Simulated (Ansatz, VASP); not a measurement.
**WO: VASP beside Ansatz**

File INCAR:

```
PREC = Accurate ; ENCUT = 520
EDIFF = 1E-6 ; ISMEAR = -1
SIGMA = 0.05 ; LREAL = False
LASPH = True ; NELM = 150
ALGO = Normal ; ISIF = 2
LWAVE = False ; LCHARG = False
ISPIN = 2 ; MAGMOM = 1 0
LORBIT = 11 ; LMAXMIX = 4
LDAU = True ; LDAUTYPE = 2
LDAUL = 2 -1 ; LDAUU = 6.2 0
LDAUJ = 0 0 ; LDAUPRINT = 1
GGA = PE ; NBANDS = 21
```

KPOINTS

```
regular mesh
0
Gamma
  10 10 10
```

The input POSCAR:

```
WO
1.0
    0.0000000000      2.4128820753      2.4128820753
    2.4128820753      0.0000000000      2.4128820753
    2.4128820753      2.4128820753      0.0000000000
W O
1 1
Direct
    0.0000000000      0.0000000000      0.0000000000
    0.2500000000      0.2500000000      0.2500000000
```

Input for Ansatz:

```yaml
crystal:
  lattice:
    - [0.0, 2.4128820392, 2.4128820392]
    - [2.4128820392, 0.0, 2.4128820392]
    - [2.4128820392, 2.4128820392, 0.0]
  atoms:
    - { symbol: W, position: [0.0, 0.0, 0.0], spin: 1.0 }
    - { symbol: O, position: [0.25, 0.25, 0.25] }
basis:
  ecutwfc: 420
kpoints:
  mp_grid: { grid: [10, 10, 10] }
hamiltonian:
  xc: pbe
  hubbard: { sites: [{ species: W, l: d, u_eff: 6.2 }] }
scf:
  occupations: { method: fermi_dirac, width: 0.05 }
output:
  forces: true
  stress: true
  eigenvalues: true
  populations: true
  eigenstates:
    nscf_kmesh: { grid: [8, 8, 8] }
    top_band: c20
    exchange_couplings: { magnetic: [{ species: W }] }
magnetization:
  spin_polarized: true
```

Alike in both runs: task single point; functional PBE; k mesh 10 × 10 × 10; occupations fermi-dirac, width 0.05 eV; collinear spin; Hubbard terms W d U = 6.2 eV.

|  | VASP | Ansatz |
| --- | --- | --- |
| version | VASP 6.6.1 | Ansatz 0.2.0 |
| potentials or method | VASP PAW PBE potentials, release 64 (W_sv, O), cutoff 520 eV | scalar-relativistic, plane waves, PAW |
| valence electrons in the cell | 20 | 20 |

```csv
,VASP,Ansatz,Ansatz less VASP
gap on the k mesh at the Fermi level (eV),0.62,1.15,+0.533
least direct gap on the mesh (eV),1.09,1.45,+0.353
pressure (GPa),5.8,0.0,-5.78
net moment per atom (μB),1.00,1.00,0.000
size of the moment on the site where the two differ most (μB),1.72,1.03,-0.692
```

Site moments also hang on the region over which each program counts them. The programs project onto different local orbitals, so the same U acts differently, and such runs can settle in different states.

Neither program's run includes spin-orbit coupling.
